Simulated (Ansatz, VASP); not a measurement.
One calculation of MoN2, two programs

Contents of INCAR:

```
SYSTEM = MoN2
ALGO = Normal
EDIFF = 1E-6
ENCUT = 520
GGA = PE
ISIF = 2
ISMEAR = 0
LASPH = .True.
LCHARG = .False.
LREAL = .False.
LWAVE = .False.
NBANDS = 33
NELM = 60
PREC = Accurate
SIGMA = 0.15
```

KPOINTS

```
k-points
0
Gamma
  12 12 18
  0 0 0
```

File POSCAR:

```
MoN2
1.0
    4.3330619473      0.0000000000      0.0000000000
    0.0000000000      4.3330619473      0.0000000000
    0.0000000000      0.0000000000      2.7518917152
Mo N
2 4
Direct
    0.5000000000      0.5000000000      0.0000000000
    0.0000000000      0.0000000000      0.0000000000
    0.8879039728      0.3879039728      0.5681349484
    0.1120960272      0.6120960272      0.5681349484
    0.3879039728      0.1120960272      0.5681349484
    0.6120960272      0.8879039728      0.5681349484
```

Input for Ansatz:

```yaml
crystal:
  lattice:
    - [4.3330619473, 0.0, 0.0]
    - [0.0, 4.3330619473, 0.0]
    - [0.0, 0.0, 2.7518917152]
  atoms:
    - { symbol: Mo, position: [0.5, 0.5, 0.0] }
    - { symbol: Mo, position: [0.0, 0.0, 0.0] }
    - { symbol: "N", position: [0.8879039728, 0.3879039728, 0.5681349484] }
    - { symbol: "N", position: [0.1120960272, 0.6120960272, 0.5681349484] }
    - { symbol: "N", position: [0.3879039728, 0.1120960272, 0.5681349484] }
    - { symbol: "N", position: [0.6120960272, 0.8879039728, 0.5681349484] }
basis:
  ecutwfc: 420
kpoints:
  mp_grid: { grid: [12, 12, 18] }
hamiltonian:
  xc: pbe
scf:
  occupations: { method: gaussian, width: 0.15 }
output:
  forces: true
  stress: true
  eigenvalues: true
```

Change from the starting cell: all N atoms moved +0.188 Å, as atom 3 along Cartesian [0 0 1].

Alike in both runs: task single point; functional PBE; k mesh 12 × 12 × 18; occupations gaussian, width 0.15 eV; no spin polarisation.

```csv
,VASP,Ansatz
version,VASP 6.6.1,Ansatz 0.2.0
potentials or method,"VASP PAW PBE potentials, release 64 (Mo_sv, N), cutoff 520 eV","scalar-relativistic, plane waves, PAW"
valence electrons in the cell,48,48
```

Ansatz gave:

```
gap on the k mesh at the Fermi level (eV)                     : none
pressure (GPa)                                                : 5.7
traceless stress, the component that is largest in VASP (GPa) : 2.02
rms of the force components (eV/Å)                            : 0.471
```

Q: What did VASP give for the same quantities?

A: gap on the k mesh at the Fermi level (eV): none; pressure (GPa): 6.3; traceless stress, the component that is largest in VASP (GPa): 1.79; rms of the force components (eV/Å): 0.472.

Atom by atom the forces differ by 0.038 eV/Å (rms over components). A gap of «none» marks a metal or a gap that the smearing closes.
